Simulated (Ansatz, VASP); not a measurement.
## Two plane-wave programs on NbCu

```xyz
2
Lattice="0.0000 2.5622 2.5622 2.5622 0.0000 2.5622 2.5622 2.5622 0.0000" Properties=species:S:1:pos:R:3 pbc="T T T"
Nb    0.0000    0.0000    0.0000
Cu    2.5622    2.5622    2.5622
```

Alike in both runs: task single point; functional r2SCAN0; k mesh 5 × 5 × 5; occupations fermi-dirac, width 0.05 eV; no spin polarisation.

```csv
,VASP,Ansatz
version,VASP 6.6.1,Ansatz 0.2.0
potentials or method,"VASP PAW PBE potentials, release 64 (Nb_sv, Cu)",Ansatz PAW
plane-wave cutoff (eV),520,500
valence electrons in the cell,24,32
```

|  | VASP | Ansatz | Ansatz less VASP |
| --- | --- | --- | --- |
| gap on the k mesh at the Fermi level (eV) | none | none | - |
| pressure (GPa) | -5.5 | -5.3 | +0.17 |

VASP's potentials were made for PBE, not for r2SCAN0. A gap of «none» marks a metal or a gap that the smearing closes. VASP's potentials hold 24 valence electrons a cell and Ansatz's 32, so a difference there can come from the potentials and not from the codes.

The k mesh is coarse, so the values compare programs but aren't converged.
